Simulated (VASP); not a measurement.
# As (Im-3m) in VASP: notebook

Runs on As. Level: LDA. Tasks: single point, relaxation of cell and atoms.

Everything below comes from runs of VASP 6.6.1. Logs are shortened: lines on timing, memory, paths and dates and some standing lists are left out, and cuts for length are marked.

### Step 1. The cell of the first run

The structure is cubic, space group Im-3m (No. 229). The conventional cell has a = 3.294 Å, b = 3.294 Å, c = 3.294 Å, α = 90.00°, β = 90.00°, γ = 90.00°. Within 3.8 Å of As (site symmetry m-3m) lie 14 As at 2.85 to 3.29 Å.

This isn't the form of As at room conditions, which is rhombohedral.

### Step 2. Single point, LDA

Contents of INCAR:

```
SYSTEM = As
ALGO = Normal
EDIFF = 1E-6
ENCUT = 500
GGA = CA
GGA_COMPAT = .False.
ISIF = 2
ISMEAR = -1
LASPH = .True.
LCHARG = .True.
LELF = .True.
LREAL = .False.
LVHAR = .True.
LWAVE = .False.
NBANDS = 8
NELM = 120
PREC = Accurate
SIGMA = 0.08
```

Contents of KPOINTS:

```
k-points
0
Gamma
  18 18 18
  0 0 0
```

Contents of POSCAR:

```
As
1.0
   -1.6469586034      1.6469586034      1.6469586034
    1.6469586034     -1.6469586034      1.6469586034
    1.6469586034      1.6469586034     -1.6469586034
As
1
Direct
    0.0000000000      0.0000000000      0.0000000000
```

Potentials or basis: VASP PAW LDA potentials, release 64 (As).

Run with:

```bash
> cat potpaw_LDA.64/As/POTCAR > POTCAR
> mpirun -np 1 vasp_std > vasp.out
```

OUTCAR:

```text
SYSTEM = As
   EDIFF = 1E-6
   ENCUT = 500
   GGA = CA
   ISIF = 2
   ISMEAR = -1
   LASPH = .True.
   LREAL = .False.
   NELM = 120
   PREC = Accurate

 ion  position               nearest neighbor table
   1  0.000  0.000  0.000-

  LATTYP: Found a body centered cubic cell.
 ALAT       =     3.2939172068

  Lattice vectors:

 A1 = (  -1.6469586034,   1.6469586034,   1.6469586034)
 A2 = (   1.6469586034,  -1.6469586034,   1.6469586034)
 A3 = (   1.6469586034,   1.6469586034,  -1.6469586034)

Analysis of symmetry for initial positions (statically):
=====================================================================
 Subroutine PRICEL returns:
 Original cell was already a primitive cell.

 Routine SETGRP: Setting up the symmetry group for a
 body centered cubic supercell.

 Subroutine GETGRP returns: Found 48 space group operations
 (whereof 48 operations were pure point group operations)
 out of a pool of 48 trial point group operations.

The static configuration has the point symmetry O_h .

Analysis of symmetry for dynamics (positions and initial velocities):
=====================================================================
 Subroutine PRICEL returns:
 Original cell was already a primitive cell.

 Routine SETGRP: Setting up the symmetry group for a
 body centered cubic supercell.

 Subroutine GETGRP returns: Found 48 space group operations
 (whereof 48 operations were pure point group operations)
 out of a pool of 48 trial point group operations.

The dynamic configuration has the point symmetry O_h .

 Subroutine INISYM returns: Found 48 space group operations
 (whereof 48 operations are pure point group operations),
 and found     1 'primitive' translations

----------------------------------------------------------------------------------------

                                     Primitive cell

  volume of cell :      17.8693

  direct lattice vectors                    reciprocal lattice vectors
    -1.646958603  1.646958603  1.646958603     0.000000000  0.303589901  0.303589901
     1.646958603 -1.646958603  1.646958603     0.303589901  0.000000000  0.303589901
     1.646958603  1.646958603 -1.646958603     0.303589901  0.303589901  0.000000000

  length of vectors
     2.852615979  2.852615979  2.852615979     0.429340956  0.429340956  0.429340956

  position of ions in fractional coordinates (direct lattice)
     0.000000000  0.000000000  0.000000000

  ion indices of the primitive-cell ions
   primitive index   ion index
                 1           1

----------------------------------------------------------------------------------------

 KPOINTS: k-points

Automatic generation of k-mesh.
 Grid dimensions read from file:
 generate k-points for:   18   18   18

 Generating k-lattice:

  Cartesian coordinates                     Fractional coordinates (reciprocal lattice)
     0.000000000  0.016866106  0.016866106     0.055555556  0.000000000  0.000000000
     0.016866106  0.000000000  0.016866106     0.000000000  0.055555556  0.000000000
     0.016866106  0.016866106  0.000000000     0.000000000  0.000000000  0.055555556

  Length of vectors
     0.023852275  0.023852275  0.023852275

  Shift w.r.t. Gamma in fractional coordinates (k-lattice)
     0.000000000  0.000000000  0.000000000

 Subroutine IBZKPT returns following result:
 ===========================================

 Found    195 irreducible k-points:

 Following reciprocal coordinates:
            Coordinates               Weight
  0.000000  0.000000  0.000000      1.000000
  0.055556  0.000000  0.000000     12.000000
  0.111111  0.000000  0.000000     12.000000
  0.166667  0.000000  0.000000     12.000000
  0.222222  0.000000  0.000000     12.000000
  0.277778  0.000000  0.000000     12.000000
[... 16 lines left out ...]
  0.333333  0.111111  0.000000     48.000000
  0.388889  0.111111  0.000000     48.000000
 [... further k-points ...]
   k-points           NKPTS =    195   k-points in BZ     NKDIM =    195   number of bands    NBANDS=      8
   number of dos      NEDOS =    301   number of ions     NIONS =      1
   total plane-waves  NPLWV =  13824
   dimension x,y,z NGX =    24 NGY =   24 NGZ =   24
   dimension x,y,z NGXF=    48 NGYF=   48 NGZF=   48
   ions per type =               1
   NGX,Y,Z   is equivalent  to a cutoff of  13.99, 13.99, 13.99 a.u.
   NGXF,Y,Z  is equivalent  to a cutoff of  27.97, 27.97, 27.97 a.u.
 SYSTEM =  As
   PREC   = accura    normal or accurate (medium, high low for compatibility)
   ISTART =      0    job   : 0-new  1-cont  2-samecut
   ICHARG =      2    charge: 1-file 2-atom 10-const
   ISPIN  =      1    spin polarized calculation?
   LNONCOLLINEAR =      F non collinear calculations
   LSORBIT =      F    spin-orbit coupling
   LASPH  =      T    aspherical Exc in radial PAW
   ENCUT  =  500.0 eV  36.75 Ry    6.06 a.u.   5.20  5.20  5.20*2*pi/ulx,y,z
   NELM   =    120;   NELMIN=  2; NELMDL= -5     # of ELM steps
   EDIFF  = 0.1E-05   stopping-criterion for ELM
   LREAL  =      F    real-space projection
   EDIFFG = 0.1E-04   stopping-criterion for IOM
   NSW    =      0    number of steps for IOM
   IBRION =     -1    ionic relax: 0-MD 1-quasi-New 2-CG
   NFREE  =      0    steps in history (QN), initial steepest desc. (CG)
   ISIF   =      2    stress and relaxation
   ISYM   =      2    0-nonsym 1-usesym 2-fastsym
   POTIM  = 0.5000    time-step for ionic-motion
   TEBEG  =    0.0;   TEEND  =   0.0 temperature during run
   PSTRESS=    0.0 pullay stress
   NELECT =       5.0000    total number of electrons
   NUPDOWN=      -1.0000    fix difference up-down
   EMIN   =  10.00;   EMAX   =-10.00  energy-range for DOS
   EFERMI =   0.00;   METHOD = LEGACY
   ISMEAR =    -1;   SIGMA  =   0.08  broadening in eV -4-tet -1-fermi 0-gaus
   EFERMI_NEDOS =   21; number of points for ismear=-14 and -15
   IALGO  =     38    algorithm
   IMIX   =      4    mixing-type and parameters
     AMIX     =   0.40;   BMIX     =  1.00
     AMIX_MAG =   1.60;   BMIX_MAG =  1.00
  volume/ion in A,a.u.               =      17.87       120.59
  Fermi-wavevector in a.u.,A,eV,Ry     =   1.070768  2.023459 15.599687  1.146545
  Thomas-Fermi vector in A             =   2.206488
   LORBIT       =      0    0 simple, 1 ext, 2 COOP (PROOUT), +10 PAW based schemes
   GGA     = CA    functional components
   LHFCALC =     F    Hartree Fock is set to
   AEXX    =    0.0000 exact exchange contribution
   IVDW    =     0    specifies the selected vdW correction
   LEPSILON=     F    determine dielectric tensor
   LRPA    =     F    only Hartree local field effects (RPA)
 non-spin polarized calculation
  energy-cutoff  :      500.00
  volume of cell :       17.87
 maximum number of plane-waves:       468
 NGX is ok and might be reduce to    24
   NGX = 11   NGY = 11   NGZ = 11

 number of electron       5.0000001 magnetization

 Free energy of the ion-electron system (eV)
  ---------------------------------------------------
  ext. energy  EPLUGINS =         0.00000000
  ---------------------------------------------------
  free energy    TOTEN  =        -5.01296871 eV

  energy without entropy =       -5.00335513  energy(sigma->0) =       -5.00816192

 E-fermi :   7.2108     XC(G=0): -11.1637

 val. band max:        7.1432294826   @ k =  -0.3889   0.3889   0.2222
 cond. band min:       7.2113301604   @ k =   0.3333   0.2222   0.1111
 fundamental gap:      0.0681006778
 Fermi energy:         7.2107748679

 k-point     1 :       0.0000    0.0000    0.0000
  band No.  band energies     occupation
      1      -8.4023      2.00000
      2      13.5802      0.00000
      3      13.5802      0.00000
      4      13.5802      0.00000
      5      20.6475      0.00000
      6      20.6475      0.00000
      7      20.6475      0.00000
      8      23.0044      0.00000

 k-point     2 :       0.0556    0.0000    0.0000
  band No.  band energies     occupation
      1      -8.3211      2.00000
      2      13.0033      0.00000
      3      13.3329      0.00000
      4      13.5264      0.00000
      5      20.2346      0.00000
      6      20.4105      0.00000
      7      21.0398      0.00000
      8      22.5189      0.00000

 k-point     3 :       0.1111    0.0000    0.0000
  band No.  band energies     occupation
      1      -8.0781      2.00000
      2      11.5712      0.00000
      3      12.7242      0.00000
      4      13.3702      0.00000
      5      19.3973      0.00000
      6      19.4664      0.00000
      7      22.0828      0.00000
      8      22.3425      0.00000

 k-point     4 :       0.1667    0.0000    0.0000
  band No.  band energies     occupation
      1      -7.6748      2.00000
      2       9.7373      0.00000
      3      11.9760      0.00000
      4      13.1288      0.00000
      5      18.3564      0.00000
      6      18.5213      0.00000
      7      22.2942      0.00000
      8      22.6547      0.00000

 k-point     5 :       0.2222    0.0000    0.0000
  band No.  band energies     occupation
      1      -7.1146      2.00000
      2       7.7739      0.00175
      3      11.2336      0.00000
      4      12.8340      0.00000
      5      17.3900      0.00000
      6      17.7309      0.00000
      7      22.4066      0.00000
      8      23.1623      0.00000

 k-point     6 :       0.2778    0.0000    0.0000
  band No.  band energies     occupation
      1      -6.4046      2.00000
      2       5.8229      2.00000
      3      10.5728      0.00000
      4      12.5259      0.00000
      5      16.6078      0.00000
      6      17.0657      0.00000
      7      22.8001      0.00000
      8      23.8224      0.00000

 k-point     7 :       0.3333    0.0000    0.0000
  band No.  band energies     occupation
      1      -5.5603      2.00000
      2       3.9691      2.00000
      3      10.0331      0.00000
      4      12.2442      0.00000
      5      16.0081      0.00000
      6      16.5409      0.00000
      7      23.4395      0.00000
      8      24.6245      0.00000

 k-point     8 :       0.3889    0.0000    0.0000
  band No.  band energies     occupation
      1      -4.6209      2.00000
      2       2.2890      2.00000
      3       9.6359      0.00000
      4      12.0210      0.00000
      5      15.5847      0.00000
      6      16.1631      0.00000
      7      24.2816      0.00000
      8      25.5562      0.00000

 k-point     9 :       0.4444    0.0000    0.0000
  band No.  band energies     occupation
      1      -3.7108      2.00000
      2       0.9277      2.00000
      3       9.3934      0.00000
      4      11.8786      0.00000
      5      15.3327      0.00000
      6      15.9356      0.00000
      7      25.2439      0.00000
      8      26.5778      0.00000

 k-point    10 :       0.5000    0.0000    0.0000
  band No.  band energies     occupation
      1      -3.2500      2.00000
      2       0.3154      2.00000
      3       9.3120      0.00000
      4      11.8297      0.00000
      5      15.2490      0.00000
      6      15.8596      0.00000
      7      25.8815      0.00000
      8      27.3206      0.00000
[... 78 lines left out ...]
 k-point    18 :       0.4444    0.0556    0.0000
  band No.  band energies     occupation
      1      -3.3303      2.00000
      2       0.5448      2.00000
      3       8.9398      0.00000
      4      11.4157      0.00000
      5      15.5930      0.00000
      6      16.5433      0.00000
      7      24.9992      0.00000
      8      26.9401      0.00000

 k-point    19 :       0.1111    0.1111    0.0000
  band No.  band energies     occupation
      1      -7.4339      2.00000
      2       9.1950      0.00000
      3      11.2012      0.00000
      4      12.5332      0.00000
      5      18.3991      0.00000
      6      18.9817      0.00000
      7      21.6909      0.00000
      8      22.6031      0.00000

 k-point    20 :       0.1667    0.1111    0.0000
  band No.  band energies     occupation
      1      -6.8761      2.00000
      2       7.6014      0.01505
      3      10.1367      0.00000
      4      12.1074      0.00000
      5      17.8275      0.00000
      6      18.7540      0.00000
      7      21.7013      0.00000
      8      23.6514      0.00000

 k-point    21 :       0.2222    0.1111   -0.0000
  band No.  band energies     occupation
      1      -6.1699      2.00000
      2       5.8520      2.00000
      3       9.2739      0.00000
      4      11.7063      0.00000
      5      17.2416      0.00000
      6      18.5949      0.00000
      7      21.7549      0.00000
      8      25.2509      0.00000

 k-point    22 :       0.2778    0.1111    0.0000
  band No.  band energies     occupation
      1      -5.3316      2.00000
      2       4.1029      2.00000
      3       8.6249      0.00000
      4      11.3556      0.00000
      5      16.7422      0.00000
      6      18.4429      0.00000
      7      22.1050      0.00000
      8      26.6709      0.00000

 k-point    23 :       0.3333    0.1111    0.0000
  band No.  band energies     occupation
      1      -4.4022      2.00000
      2       2.4825      2.00000
      3       8.1703      0.00001
      4      11.0847      0.00000
      5      16.3722      0.00000
      6      18.2935      0.00000
      7      22.7636      0.00000
      8      27.4475      0.00000

 k-point    24 :       0.3889    0.1111    0.0000
  band No.  band energies     occupation
      1      -3.5083      2.00000
      2       1.1609      2.00000
      3       7.9000      0.00036
      4      10.9145      0.00000
      5      16.1466      0.00000
      6      18.1840      0.00000
      7      23.6524      0.00000
      8      26.3209      0.00000

 [... further k-points ...]
[... 5 lines left out ...]
  --------------------------------------------------------------------------------------
  -------------------------------------------------------------------------------------
  Total        0.0332264      0.0332264      0.0332264      0.0000000     -0.0000000      0.0000000
  in kB        2.9791094      2.9791094      2.9791094      0.0000000     -0.0000000      0.0000000
  external PRESSURE =       2.9791094 kB  Pullay stress =       0.0000000 kB

 VOLUME and BASIS-vectors are now :
 -----------------------------------------------------------------------------
  energy-cutoff  :      500.00
  volume of cell :       17.87
      direct lattice vectors                 reciprocal lattice vectors
    -1.646958603  1.646958603  1.646958603     0.000000000  0.303589901  0.303589901
     1.646958603 -1.646958603  1.646958603     0.303589901  0.000000000  0.303589901
     1.646958603  1.646958603 -1.646958603     0.303589901  0.303589901  0.000000000

 POSITION                                       TOTAL-FORCE (eV/Angst)
 -----------------------------------------------------------------------------------
      0.00000      0.00000      0.00000         0.000000      0.000000      0.000000
 -----------------------------------------------------------------------------------
    total drift:                               -0.000000     -0.000000      0.000000

  FREE ENERGIE OF THE ION-ELECTRON SYSTEM (eV)
  ---------------------------------------------------
  free  energy   TOTEN  =        -5.0129687149 eV

  energy  without entropy=       -5.0033551260  energy(sigma->0) =       -5.00816192
```

It took 44 s on 1 thread of AMD EPYC 7R13, shared host; peak memory 0.11 GiB.

Results:

```
Free energy            : -5.0130 eV
Pressure               : 0.3 GPa
Band gap on the k mesh : zero (an odd number of electrons rules out a gap without spin polarisation)
```

Levels at points of the mesh, in eV from the Fermi level:
```
           k point  band 1  band 2  band 3  band 4  band 5  band 6
(0.00, 0.00, 0.00)  -15.61    6.37    6.37    6.37   13.44   13.44
(0.50, 0.00, 0.00)  -10.46   -6.90    2.10    4.62    8.04    8.65
(0.50, 0.50, 0.50)   -6.39   -2.35   -2.35   -2.35    3.60    3.60
```

### Step 3. Single point, LDA (17.87 Å³/atom)

Contents of INCAR:

```
ALGO = Normal ; EDIFF = 1E-6
ENCUT = 500 ; GGA_COMPAT = False
ISIF = 2 ; ISMEAR = -1
LASPH = True ; LCHARG = False
LREAL = False ; LWAVE = False
NBANDS = 8 ; NELM = 120
PREC = Accurate ; SIGMA = 0.08
```

Contents of KPOINTS:

```
k-points
0
Gamma
  18 18 18
```

POSCAR is that of step 2.

Potentials or basis: VASP PAW LDA potentials, release 64 (As).

Run with:

```bash
> cat potpaw_LDA.64/As/POTCAR > POTCAR
> mpirun -np 1 vasp_std > vasp.out
```

Run time: 45 s. Hardware: 1 thread of AMD EPYC 7R13, shared host; peak memory 0.11 GiB.

The run converged. Its results:

| Item | Value |
| --- | --- |
| Free energy | -5.0130 eV |
| Pressure | 0.3 GPa |
| Band gap on the k mesh | zero (an odd number of electrons rules out a gap without spin polarisation) |

Levels at points of the mesh, in eV from the Fermi level:
| k point | band 1 | band 2 | band 3 | band 4 | band 5 | band 6 | band 7 |
| --- | --- | --- | --- | --- | --- | --- | --- |
| (0.00, 0.00, 0.00) | -15.61 | 6.37 | 6.37 | 6.37 | 13.44 | 13.44 | 13.44 |
| (0.50, 0.00, 0.00) | -10.46 | -6.90 | 2.10 | 4.62 | 8.04 | 8.65 | 18.67 |
| (0.50, 0.50, 0.50) | -6.39 | -2.35 | -2.35 | -2.35 | 3.60 | 3.60 | 24.77 |

### Step 4. Relaxation of cell and atoms, LDA

This run uses another cell than the first one, of 19.00 Å³/atom.

Contents of INCAR:

```
SYSTEM = As
ALGO = Normal
EDIFF = 1E-7
EDIFFG = -0.005
ENCUT = 500
GGA_COMPAT = .False.
IBRION = 2
ISIF = 3
ISMEAR = -1
LASPH = .True.
LCHARG = .False.
LREAL = .False.
LWAVE = .False.
NELM = 120
NELMIN = 4
NSW = 60
PREC = Accurate
SIGMA = 0.08
```

Contents of KPOINTS:

```
k-points
0
Gamma
  18 18 18
  0 0 0
```

Contents of POSCAR:

```
As
1.0
   -1.6809877034      1.6809877034      1.6809877034
    1.6809877034     -1.6809877034      1.6809877034
    1.6809877034      1.6809877034     -1.6809877034
As
1
Direct
    0.0000000000      0.0000000000      0.0000000000
```

Run with:

```bash
> cat potpaw_LDA.64/As/POTCAR > POTCAR
> mpirun -np 1 vasp_std > vasp.out
```

It took 80 s on 1 thread of AMD EPYC 7R13, shared host; peak memory 0.12 GiB.

The run converged. Its results:

| Quantity | Value |
| --- | --- |
| Free energy | -5.0131 eV |
| Relaxed volume | 17.92 Å³/atom |
| Relaxed cell | a = 2.856 Å, b = 2.856 Å, c = 2.856 Å, α = 109.47°, β = 109.47°, γ = 109.47° |
| Space group after relaxing (to 0.1 Å) | Im-3m (No. 229) |
| Energy gained by relaxing | 18.1 meV/atom |
| Ionic steps | 3 |
| Pressure after relaxing | 0.0 GPa |
| Band gap on the k mesh | zero (an odd number of electrons rules out a gap without spin polarisation) |

The path:
```csv
step,energy change (eV),largest force (eV/Å),pressure (GPa),volume (Å³)
1,0.0000,0.0000,-5.11,19.00
2,-0.0127,0.0000,3.27,17.38
3,-0.0181,0.0000,0.00,17.92
```

Final structure:
```yaml
crystal:
  lattice:
    - [-1.64866, 1.64866, 1.64866]
    - [1.64866, -1.64866, 1.64866]
    - [1.64866, 1.64866, -1.64866]
  atoms:
    - { symbol: As, position: [0.00000, 0.00000, 0.00000] }
```

Levels at points of the mesh, in eV from the Fermi level:
| k point | band 1 | band 2 | band 3 | band 4 | band 5 | band 6 |
| --- | --- | --- | --- | --- | --- | --- |
| (0.00, 0.00, 0.00) | -15.58 | 6.34 | 6.34 | 6.34 | 13.42 | 13.42 |
| (0.50, 0.00, 0.00) | -10.45 | -6.87 | 2.09 | 4.60 | 8.02 | 8.64 |
| (0.50, 0.50, 0.50) | -6.41 | -2.34 | -2.34 | -2.34 | 3.61 | 3.61 |

The gap in the log of VASP goes by the Fermi energy; the results here count the filled bands.